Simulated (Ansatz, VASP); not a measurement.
# NaH2: VASP beside Ansatz

```
Na H
1.0
     0.00000    4.83208    4.83208
     2.41604    0.00000    2.41604
     2.41604    2.41604    0.00000
Na H
1 2
Direct
  0.00000 0.00000 0.00000
  0.25000 0.50000 0.50000
  0.75000 0.50000 0.50000
```

Alike in both runs: task relaxation of cell and atoms; functional PBE; k mesh 6 × 6 × 6; occupations gaussian, width 0.1 eV; no spin polarisation.

|  | VASP | Ansatz |
| --- | --- | --- |
| version | VASP 6.6.1 | Ansatz 0.2.0 |
| potentials or method | VASP PAW PBE potentials, release 64 (Na_pv, H), cutoff 600 eV | scalar-relativistic, plane waves, PAW |
| valence electrons in the cell | 9 | 11 |

Ansatz gave:

```
gap on the k mesh at the Fermi level, each at its own relaxed structure (eV) : none
relaxed volume (Å³/atom)                                                     : 11.58
relaxed cell length with the largest relative difference (Å)                 : 5.198
```

Task: What did VASP give for the same quantities?

Result: gap on the k mesh at the Fermi level, each at its own relaxed structure (eV): none; relaxed volume (Å³/atom): 12.08; relaxed cell length with the largest relative difference (Å): 5.259.

A gap of «none» marks a metal or a gap that the smearing closes. VASP's potentials hold 9 valence electrons a cell and Ansatz's 11, so a difference there can come from the potentials and not from the codes.

The k mesh is coarse, so the values compare programs but aren't converged. Noted on VASP's run: the volume moved by over 15 % at a fixed basis, so the end points are rough.
